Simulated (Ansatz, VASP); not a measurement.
**One calculation of Mg2CdS3, two programs**

```
CELL_PARAMETERS angstrom
3.79579 -0.01390 -0.04418
-0.02408 6.42758 0.00056
-0.10838 0.00080 9.27138
ATOMIC_POSITIONS crystal
Mg 0.02362 0.33872 0.66481
Mg 0.49829 0.83161 0.65745
Mg 0.50723 0.16667 0.34263
Mg 0.99038 0.66713 0.32780
Cd 0.01071 0.99434 0.99499
Cd 0.51838 0.50333 0.99954
S 0.49471 0.14941 0.82367
S 0.99162 0.66827 0.82316
S 0.99585 0.35051 0.17902
S 0.50131 0.82804 0.18048
S 0.98177 0.99665 0.50507
S 0.48612 0.50531 0.50139
```

Change from the starting cell: cell x2, atoms moved at random (sigma 0.05 Å) and cell strained at random (1.5 %), then relaxed without symmetry.

Alike in both runs: task relaxation of cell and atoms; functional PBE; k mesh 4 × 2 × 2; occupations gaussian, width 0.1 eV; no spin polarisation.

|  | VASP | Ansatz |
| --- | --- | --- |
| version | VASP 6.6.1 | Ansatz 0.2.0 |
| potentials or method | VASP PAW PBE potentials, release 64 (Mg, Cd, S), cutoff 600 eV | scalar-relativistic, plane waves, PAW |
| valence electrons in the cell | 68 | 116 |

Ansatz gave:

```
gap on the k mesh at the Fermi level, each at its own relaxed structure (eV) : 1.68
relaxed volume (Å³/atom)                                                     : 18.89
relaxed length of the cell vector where the two differ most in proportion (Å)              : 6.517
```

Q: Estimate VASP's values.

A: gap on the k mesh at the Fermi level, each at its own relaxed structure (eV): 1.67; relaxed volume (Å³/atom): 18.88; relaxed length of the cell vector where the two differ most in proportion (Å): 6.513.

VASP's potentials hold 68 valence electrons a cell and Ansatz's 116, so a difference there can come from the potentials and not from the codes.

The k mesh is coarse, so the values compare programs but aren't converged.
